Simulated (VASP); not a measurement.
# Ga12O19 (a cell with a defect) in VASP: a series of runs

Runs on Ga12O19 (a cell with a defect). Level: PBE. Tasks: single point.

Everything below comes from runs of VASP 6.6.1. Logs are shortened: lines on timing, memory, paths and dates and some standing lists are left out, and cuts for length are marked.

**1. The cell of the first run**

The cell holds a defect, 31 atoms: a = 9.250 Å, b = 5.877 Å, c = 6.416 Å, α = 103.29°, β = 103.90°, γ = 90.00°.

**2. Single point, PBE**

The input, INCAR:

```
ALGO = Normal
EDIFF = 1E-6
ENCUT = 520
GGA = PE
GGA_COMPAT = F
ISIF = 2
ISMEAR = -1
ISYM = -1
LASPH = T
LCHARG = F
LREAL = Auto
LWAVE = F
NBANDS = 156
NELECT = 272.0
NELM = 120
PREC = Accurate
SIGMA = 0.01
```

The input, KPOINTS:

```
explicit points
1
Reciprocal
  0.25000000   0.25000000   0.25000000 1
```

The input, POSCAR:

```
Ga12O19
1.0
    0.0000000000      9.2496621800      0.0000000000
   -1.3977182400      0.0000000000      5.7085775500
    6.2279771500     -1.5416103600      0.0067278600
Ga O
12 19
Direct
    0.1028559795      0.7993900448      0.6744992708
    0.2211863222      0.3381179424      0.3279653355
    0.2871440473      0.2239910479      0.8122541640
    0.0229736565      0.8238108446      0.1695795309
    0.4508843888      0.6818786256      0.6915997103
    0.5451738121      0.3269975249      0.3112833201
    0.6326330218      0.2071060982      0.8295025570
    0.3565212254      0.8031887652      0.1717703135
    0.7704986914      0.6768571240      0.7031385059
    0.8813003448      0.3416943701      0.3288103672
    0.9751018786      0.2316591691      0.8318645238
    0.6917580738      0.8091210350      0.2039020373
    0.1624253338      0.7838779957     -0.0003460879
    0.1725445149      0.3377336588      1.0260643771
    0.2922745229      0.4441892720      0.6428632204
    0.0528770648      0.6198955133      0.3673366505
    0.0377165171      0.1465803579      0.2567918927
    0.3088689805      0.8972167347      0.7056761914
    0.5035899110      0.7472079708      0.0201182835
    0.4907962105      0.2691400043      0.9925018580
    0.6029871659      0.4354668235      0.6566526857
    0.3977004915      0.5842933758      0.3483949052
    0.3848496566      0.1168034799      0.3234723420
    0.6095895461      0.8951265082      0.6822245081
    0.8244125127      0.7527164010      0.0304780250
    0.8233752366      0.2928096876      0.9996032887
    0.9182101197      0.4508642800      0.6537432829
    0.7152450364      0.5731919653      0.3554198758
    0.7148146160      0.1248489214      0.3304542655
    0.9131454746      0.9043415452      0.7255141700
    1.0956908174      1.1117964181      0.6346635573
```

Potentials or basis: VASP PAW PBE potentials, release 64 (Ga_d, O).

Command:

```bash
$ cat potpaw_PBE.64/Ga_d/POTCAR potpaw_PBE.64/O/POTCAR > POTCAR
$ mpirun -np 1 vasp_std > vasp.out
```

OUTCAR:

```text
EDIFF = 1E-6
   ENCUT = 520
   GGA = PE
   ISIF = 2
   ISMEAR = -1
   ISYM = -1
   LASPH = T
   LREAL = Auto
   NELECT = 272.0
   NELM = 120
   PREC = Accurate

 ion  position               nearest neighbor table
   1  0.103  0.799  0.674-  31 1.91  30 1.94  18 1.94  16 1.95  13 2.05   3 2.86  11 2.87
   2  0.221  0.338  0.328-  14 1.88  15 1.92  17 1.94  23 2.00  22 2.14  16 2.29
   3  0.287  0.224  0.812-  15 1.88  31 1.89  18 1.91  14 1.93  20 1.94   1 2.86  11 2.92
   4  0.023  0.824  0.170-  25 1.84  17 1.85  13 1.86  16 1.91
   5  0.451  0.682  0.692-  18 1.83  15 1.94  24 1.95  19 1.99  21 2.03  22 2.08
   6  0.545  0.327  0.311-  20 1.93  23 1.96  29 1.97  22 2.05  28 2.06  21 2.09
   7  0.633  0.207  0.830-  26 1.84  24 1.85  20 1.85  21 1.91
   8  0.357  0.803  0.172-  19 1.84  13 1.86  23 1.86  22 1.88
   9  0.770  0.677  0.703-  30 1.84  27 1.94  24 1.97  25 1.98  21 2.02  28 2.11
  10  0.881  0.342  0.329-  17 1.92  27 1.98  26 2.00  29 2.00  28 2.06  16 2.21
  11  0.975  0.232  0.832-  31 1.90  27 1.91  30 1.92  26 1.95  14 1.96   1 2.87   3 2.92
  12  0.692  0.809  0.204-  25 1.83  19 1.84  29 1.84  28 1.85
  13  0.162  0.784  1.000-   8 1.86   4 1.86   1 2.05
  14  0.173  0.338  0.026-   2 1.88   3 1.93  11 1.96
  15  0.292  0.444  0.643-   3 1.88   2 1.92   5 1.94
  16  0.053  0.620  0.367-   4 1.91   1 1.95  10 2.21   2 2.29
  17  0.038  0.147  0.257-   4 1.85  10 1.92   2 1.94
  18  0.309  0.897  0.706-   5 1.83   3 1.91   1 1.94
  19  0.504  0.747  0.020-  12 1.84   8 1.84   5 1.99
  20  0.491  0.269  0.993-   7 1.85   6 1.93   3 1.94
  21  0.603  0.435  0.657-   7 1.91   9 2.02   5 2.03   6 2.09
  22  0.398  0.584  0.348-   8 1.88   6 2.05   5 2.08   2 2.14
  23  0.385  0.117  0.323-   8 1.86   6 1.96   2 2.00
  24  0.610  0.895  0.682-   7 1.85   5 1.95   9 1.97
  25  0.824  0.753  0.030-  12 1.83   4 1.84   9 1.98
  26  0.823  0.293  1.000-   7 1.84  11 1.95  10 2.00
  27  0.918  0.451  0.654-  11 1.91   9 1.94  10 1.98
  28  0.715  0.573  0.355-  12 1.85   6 2.06  10 2.06   9 2.11
  29  0.715  0.125  0.330-  12 1.84   6 1.97  10 2.00
  30  0.913  0.904  0.726-   9 1.84  11 1.92   1 1.94
  31  0.096  0.112  0.635-   3 1.89  11 1.90   1 1.91

IMPORTANT INFORMATION: All symmetrisations will be switched off!
NOSYMM: (Re-)initialisation of all symmetry stuff for point group C_1.

----------------------------------------------------------------------------------------

                                     Primitive cell

  volume of cell :     328.9392

  direct lattice vectors                    reciprocal lattice vectors
     0.000000000  9.249662180  0.000000000     0.026753887  0.108112056  0.006550563
    -1.397718240  0.000000000  5.708577550    -0.000189185  0.000000000  0.175128666
     6.227977150 -1.541610360  0.006727860     0.160523321  0.000000000  0.039303377

  length of vectors
     9.249662180  5.877199497  6.415941641     0.111565663  0.175128768  0.165264914

  position of ions in fractional coordinates (direct lattice)
     0.102855979  0.799390045  0.674499271
     0.221186322  0.338117942  0.327965335
     0.287144047  0.223991048  0.812254164
     0.022973656  0.823810845  0.169579531
     0.450884389  0.681878626  0.691599710
     0.545173812  0.326997525  0.311283320
[... 23 lines left out ...]
     0.913145475  0.904341545  0.725514170
     0.095690817  0.111796418  0.634663557

  ion indices of the primitive-cell ions
   primitive index   ion index
                 1           1
                 2           2
                 3           3
                 4           4
                 5           5
                 6           6
[... 23 lines left out ...]
                30          30
                31          31

----------------------------------------------------------------------------------------

 KPOINTS: explicit points

Read explicit list of k-points.

 Found      1 k-points:

 Following reciprocal coordinates:
            Coordinates               Weight
  0.250000  0.250000  0.250000      1.000000
[... 27 lines left out ...]
   TEBEG  =    0.0;   TEEND  =   0.0 temperature during run
   PSTRESS=    0.0 pullay stress
   NELECT =     272.0000    total number of electrons
   NUPDOWN=      -1.0000    fix difference up-down
   EMIN   =  10.00;   EMAX   =-10.00  energy-range for DOS
   EFERMI =   0.00;   METHOD = LEGACY
   ISMEAR =    -1;   SIGMA  =   0.01  broadening in eV -4-tet -1-fermi 0-gaus
   EFERMI_NEDOS =   21; number of points for ismear=-14 and -15
   IALGO  =     38    algorithm
   IMIX   =      4    mixing-type and parameters
     AMIX     =   0.40;   BMIX     =  1.00
     AMIX_MAG =   1.60;   BMIX_MAG =  1.00
  volume/ion in A,a.u.               =      10.61        71.61
  Fermi-wavevector in a.u.,A,eV,Ry     =   1.536594  2.903742 32.125021  2.361122
  Thomas-Fermi vector in A             =   2.643221
   LORBIT       =      0    0 simple, 1 ext, 2 COOP (PROOUT), +10 PAW based schemes
   GGA     = PE    functional components
   LHFCALC =     F    Hartree Fock is set to
   AEXX    =    0.0000 exact exchange contribution
   IVDW    =     0    specifies the selected vdW correction
   LEPSILON=     F    determine dielectric tensor
   LRPA    =     F    only Hartree local field effects (RPA)
 non-spin polarized calculation
  energy-cutoff  :      520.00
  volume of cell :      328.94
 maximum number of plane-waves:      8866
 NGX is ok and might be reduce to    70
   NGX = 35   NGY = 21   NGZ = 23

 number of electron     271.9999992 magnetization

 Free energy of the ion-electron system (eV)
  ---------------------------------------------------
  ext. energy  EPLUGINS =         0.00000000
  ---------------------------------------------------
  free energy    TOTEN  =      -171.16782481 eV

  energy without entropy =     -171.16782481  energy(sigma->0) =     -171.16782481

 E-fermi :   4.7996     XC(G=0): -11.5800

 val. band max:        4.5582970756   @ k =   0.2500   0.2500   0.2500
 cond. band min:       7.8652234165   @ k =   0.2500   0.2500   0.2500
 fundamental gap:      3.3069263409
 Fermi energy:         4.7996231072

 k-point     1 :       0.2500    0.2500    0.2500
  band No.  band energies     occupation
      1     -14.9277      2.00000
      2     -14.6169      2.00000
      3     -14.5082      2.00000
      4     -14.1605      2.00000
      5     -14.1029      2.00000
      6     -14.0520      2.00000
[... 140 lines left out ...]
    147      11.1216      0.00000
    148      11.4064      0.00000
 [bands above 148 left out]

------------------------ aborting loop because EDIFF is reached ----------------------------------------

  FORCE on cell =-STRESS in cart. coord.  units (eV):
  Direction    XX          YY          ZZ          XY          YZ          ZX
  --------------------------------------------------------------------------------------
  -------------------------------------------------------------------------------------
  Total       33.7667661     40.3625518     38.0311906      0.2951399      0.1777235     -2.8641924
  in kB      164.4691356    196.5954924    185.2400382      1.4375495      0.8656447    -13.9507364
  external PRESSURE =     182.1015554 kB  Pullay stress =       0.0000000 kB

 VOLUME and BASIS-vectors are now :
 -----------------------------------------------------------------------------
  energy-cutoff  :      520.00
  volume of cell :      328.94
      direct lattice vectors                 reciprocal lattice vectors
     0.000000000  9.249662180  0.000000000     0.026753887  0.108112056  0.006550563
    -1.397718240  0.000000000  5.708577550    -0.000189185  0.000000000  0.175128666
     6.227977150 -1.541610360  0.006727860     0.160523321  0.000000000  0.039303377

 POSITION                                       TOTAL-FORCE (eV/Angst)
 -----------------------------------------------------------------------------------
      3.08344     -0.08843      4.56792         0.014766     -0.001687     -0.055884
      1.56997      1.54030      1.93238         0.014001     -0.027022      0.010256
      4.74562      1.40381      1.28413         0.003332      0.025832      0.012746
     -0.09532     -0.04893      4.70393         0.003550      0.009988      0.000908
      3.35419      3.10435      3.89721         0.005825     -0.016575      0.013469
      1.48161      4.56280      1.86879        -0.000857     -0.007612     -0.001938
[... 23 lines left out ...]
      3.25447      7.32783      5.16739         0.003874     -0.029493     -0.002461
      3.79641     -0.09330      0.64247        -0.075972      0.000470      0.023147
 -----------------------------------------------------------------------------------
    total drift:                                0.001733      0.004821     -0.012265

  FREE ENERGIE OF THE ION-ELECTRON SYSTEM (eV)
  ---------------------------------------------------
  free  energy   TOTEN  =      -171.1678248058 eV

  energy  without entropy=     -171.1678248058  energy(sigma->0) =     -171.16782481
```

Wall time 76 s (1 thread of Intel Xeon 6975P-C (Granite Rapids), shared host); peak memory 0.38 GiB.

Results:

```yaml
Free_energy: -171.1678 eV
Largest_force: 0.079 eV/Å
```

Forces in eV/Å, atoms in the order of the input:
```
Ga   0.015 -0.002 -0.056
Ga   0.014 -0.027  0.010
Ga   0.003  0.026  0.013
Ga   0.004  0.010  0.001
Ga   0.006 -0.017  0.013
Ga  -0.001 -0.008 -0.002
Ga  -0.008 -0.005 -0.012
Ga   0.008 -0.005 -0.007
Ga   0.007  0.012  0.017
Ga   0.010  0.031  0.005
Ga   0.016 -0.025  0.008
Ga   0.008 -0.001  0.003
O   -0.023  0.001 -0.013
O    0.011  0.008  0.035
O    0.013 -0.013  0.014
O   -0.007  0.005 -0.041
O   -0.009 -0.002 -0.009
O   -0.001  0.028 -0.002
O   -0.014  0.011 -0.006
O    0.001 -0.009  0.006
O    0.004 -0.006 -0.013
O   -0.004  0.009  0.002
O    0.019  0.004 -0.006
O   -0.024  0.001  0.008
O   -0.003 -0.011 -0.011
O    0.007  0.001  0.012
O    0.008  0.017  0.013
O   -0.008 -0.006  0.005
O    0.019  0.002 -0.008
O    0.004 -0.029 -0.002
O   -0.076  0.000  0.023
```

Levels at points of the mesh, in eV from the Fermi level:
```csv
k point,band 132,band 133,band 134,band 135,band 136,band 137,band 138,band 139,band 140,band 141
"(0.25, 0.25, 0.25)",-1.26,-1.12,-0.76,-0.53,-0.24,3.07,3.75,4.41,4.64,4.94
```

Caveat: the cell carries a net charge on a neutralising background, which shifts energy and pressure; the cell is charged against a uniform background, so pressure and absolute levels hang on convention.

**3. Single point, PBE**

The input, INCAR:

```
  ALGO = Normal
  EDIFF = 1E-6
  ENCUT = 520
  GGA = PE
  GGA_COMPAT = False
  ISIF = 2
  ISMEAR = -1
  ISYM = -1
  LASPH = True
  LCHARG = True
  LELF = True
  LREAL = Auto
  LVHAR = True
  LWAVE = False
  NBANDS = 156
  NELM = 120
  PREC = Accurate
  SIGMA = 0.01
```

KPOINTS is that of step 2.

The input, POSCAR:

```
Ga12O19
1.0
    0.0000000000      9.2496621800      0.0000000000
   -1.3977182400      0.0000000000      5.7085775500
    6.2279771500     -1.5416103600      0.0067278600
Ga O
12 19
Direct
    0.1186193002      0.6649137398      0.6851457747
    0.2191931264      0.3196716901      0.3019943636
    0.3005690313      0.1925743187      0.8042536839
    0.0272968141      0.8006358459      0.1864339634
    0.4457540606      0.6786409408      0.6805137296
    0.5467773531      0.3150005145      0.3026768804
    0.6338995737      0.1969001823      0.8125190069
    0.3617200047      0.7942756992      0.1749436609
    0.7691404735      0.6640342591      0.6817301731
    0.8826255410      0.3193799665      0.3052748132
    0.9718639020      0.2215434260      0.8165015241
    0.6959123579      0.8004604758      0.1807985977
    0.1666701883      0.7353519377      0.0096760159
    0.1669626587      0.2590514611      0.9787488013
    0.2737637668      0.4265992369      0.6428033063
    0.0583010598      0.5649383456      0.3453537775
    0.0502101424      0.1222762078      0.2823262322
    0.2773554048      0.8773100766      0.6675203866
    0.5005086187      0.7407855525      0.0048152244
    0.4939782249      0.2533363154      0.9789930449
    0.6033782454      0.4285883642      0.6455721407
    0.3907621324      0.5618676598      0.3409238024
    0.3852368294      0.1089800902      0.3198482102
    0.6089560606      0.8833669602      0.6659203276
    0.8321906689      0.7402185272      0.0079355076
    0.8282454048      0.2623010103      0.9781089015
    0.9371791913      0.4428392134      0.6439568332
    0.7221397735      0.5688014641      0.3448012534
    0.7131023162      0.1189061334      0.3081445699
    0.9467713248      0.8716381666      0.7233104272
    0.9678584941      0.9831532963      0.5386533772
```

Potentials or basis: VASP PAW PBE potentials, release 64 (Ga_d, O).

Command:

```bash
$ cat potpaw_PBE.64/Ga_d/POTCAR potpaw_PBE.64/O/POTCAR > POTCAR
$ mpirun -np 1 vasp_std > vasp.out
```

It took 79 s on 1 thread of Intel Xeon 6975P-C (Granite Rapids), shared host; peak memory 0.38 GiB.

The run converged. Its results:

```yaml
Free_energy: -181.7102 eV
Pressure: 4.9 GPa
Largest_force: 0.211 eV/Å
Band_gap_on_the_k_mesh: 3.70 eV
```

Forces on the atoms (eV/Å):
```
Ga   0.017 -0.001  0.004
Ga  -0.005  0.001 -0.002
Ga  -0.007  0.000 -0.001
Ga   0.015 -0.008  0.011
Ga   0.009 -0.002 -0.003
Ga  -0.008  0.005 -0.002
Ga  -0.003 -0.005 -0.004
Ga   0.006 -0.004  0.006
Ga   0.017  0.007  0.009
Ga  -0.001 -0.002 -0.006
Ga   0.032 -0.006  0.037
Ga   0.009  0.000  0.010
O   -0.008  0.001 -0.006
O    0.009  0.006  0.005
O    0.005  0.003 -0.008
O   -0.004  0.000  0.003
O    0.017 -0.002 -0.015
O   -0.021 -0.004  0.011
O   -0.014 -0.001 -0.007
O    0.006  0.001  0.006
O    0.005 -0.011 -0.013
O   -0.006  0.002  0.006
O    0.023 -0.001 -0.011
O   -0.023  0.005  0.013
O   -0.015  0.002 -0.007
O    0.009 -0.003  0.005
O    0.000 -0.001 -0.002
O   -0.006 -0.001  0.001
O    0.018  0.002 -0.010
O    0.121 -0.059 -0.063
O   -0.194  0.075  0.033
```

Stress tensor (GPa, compression positive):
```
 3.44  0.66 -2.61
 0.66  3.90  0.09
-2.61  0.09  7.41
```

Levels at points of the mesh, in eV from the valence-band top:
| k point | band 133 | band 134 | band 135 | band 136 | band 137 | band 138 |
| --- | --- | --- | --- | --- | --- | --- |
| (0.25, 0.25, 0.25) | -0.64 | -0.42 | 0.00 | 3.70 | 3.93 | 4.50 |

**4. Single point, PBE**

The input, INCAR:

```
SYSTEM = Ga12O19
PREC     = Accurate       ! precision mode
ENCUT    = 520            ! plane-wave cutoff, eV
EDIFF    = 1E-6           ! SCF threshold, eV
ISMEAR   = -1             ! smearing method
SIGMA    = 0.01           ! smearing width, eV
LREAL    = Auto         
LASPH    = .TRUE.         ! aspherical terms in the spheres
NELM     = 120            ! most SCF steps
ALGO     = Normal         ! electronic algorithm
ISIF     = 2              ! what is computed and relaxed
LWAVE    = .FALSE.        ! write WAVECAR
LCHARG   = .TRUE.         ! write CHGCAR
GGA      = PE             ! functional
LELF     = .TRUE.         ! ELF
LVHAR    = .TRUE.       
NBANDS   = 156            ! bands
GGA_COMPAT= .FALSE.      
ISYM     = -1
```

KPOINTS is that of step 3.

The input, POSCAR:

```
Ga12O19
1.0
    0.0000000000      9.2496621800      0.0000000000
   -1.3977182400      0.0000000000      5.7085775500
    6.2279771500     -1.5416103600      0.0067278600
Ga O
12 19
Direct
    0.1172989630      0.6803652268      0.6945364279
    0.2307827782      0.3355999359      0.3180917797
    0.3040777416      0.1992639219      0.8190676813
    0.0280375088      0.7780057195      0.1832355311
    0.4530999739      0.6846596127      0.6970541613
    0.5541469487      0.3211379127      0.3192209108
    0.6382573904      0.2054364711      0.8247828013
    0.3660456754      0.8028398919      0.1872253177
    0.7806976770      0.6799812517      0.6977148391
    0.8812967737      0.3347672031      0.3145876549
    0.9727017969      0.1990567746      0.8133283697
    0.6993933088      0.8072181165      0.1955045370
    0.1716934323      0.7374113696      0.0216524536
    0.1677780746      0.2594059958      0.9918785057
    0.2778622680      0.4309244934      0.6550413993
    0.0627765947      0.5567747698      0.3558381656
    0.0531388582      0.1279588842      0.2764879294
    0.2867892487      0.8808453781      0.6915743271
    0.5059611046      0.7464736506      0.0207705722
    0.4994812606      0.2589907206      0.9949428230
    0.6091756542      0.4378419805      0.6588207564
    0.3965177469      0.5711260656      0.3541392583
    0.3909734447      0.1163550565      0.3337932622
    0.6146767363      0.8907089382      0.6799783665
    0.8329534140      0.7405716737      0.0209880066
    0.8332947851      0.2642731175      0.9900766164
    0.9416287867      0.4347699099      0.6544285038
    0.7261695514      0.5731278628      0.3569011979
    0.7225366337      0.1224750263      0.3322391479
    0.9496612184      0.8773865460      0.7173787691
    1.0318394619      1.0163825417      0.4609953943
```

Command:

```bash
$ cat potpaw_PBE.64/Ga_d/POTCAR potpaw_PBE.64/O/POTCAR > POTCAR
$ mpirun -np 1 vasp_std > vasp.out
```

Run time: 80 s. Hardware: 1 thread of Intel Xeon 6975P-C (Granite Rapids), shared host; peak memory 0.38 GiB.

Results (log left out):

```yaml
Free_energy: -181.7102 eV
Pressure: 4.9 GPa
Largest_force: 0.214 eV/Å
Band_gap_on_the_k_mesh: 3.70 eV
```

Forces on the atoms (eV/Å):
```
Ga  -0.001 -0.001  0.006
Ga  -0.017 -0.009 -0.008
Ga  -0.010  0.002 -0.009
Ga  -0.034  0.010 -0.034
Ga   0.010 -0.002  0.005
Ga  -0.009  0.005  0.002
Ga  -0.005  0.002 -0.008
Ga   0.005  0.004  0.002
Ga   0.007  0.000  0.004
Ga  -0.015  0.002 -0.004
Ga  -0.016  0.002 -0.014
Ga   0.008 -0.004  0.000
O   -0.010  0.000 -0.007
O    0.014 -0.003  0.010
O    0.004 -0.003 -0.002
O   -0.001  0.001  0.003
O   -0.125  0.062  0.064
O   -0.018 -0.001  0.009
O   -0.007 -0.001 -0.007
O    0.014  0.000  0.006
O    0.005 -0.004 -0.006
O   -0.002  0.011  0.012
O    0.025 -0.005 -0.012
O   -0.026  0.000  0.011
O   -0.011 -0.003 -0.006
O    0.006 -0.001  0.008
O    0.004  0.002 -0.005
O   -0.002 -0.004  0.009
O    0.022  0.005 -0.013
O   -0.015  0.006  0.017
O    0.198 -0.074 -0.034
```

Stress tensor (GPa, compression positive):
```
 3.46  0.66 -2.61
 0.66  3.92  0.09
-2.61  0.09  7.41
```

Levels at points of the mesh, in eV from the valence-band top:
| k point | band 131 | band 132 | band 133 | band 134 | band 135 | band 136 | band 137 | band 138 | band 139 | band 140 |
| --- | --- | --- | --- | --- | --- | --- | --- | --- | --- | --- |
| (0.25, 0.25, 0.25) | -0.84 | -0.75 | -0.64 | -0.42 | 0.00 | 3.70 | 3.94 | 4.50 | 4.98 | 5.33 |
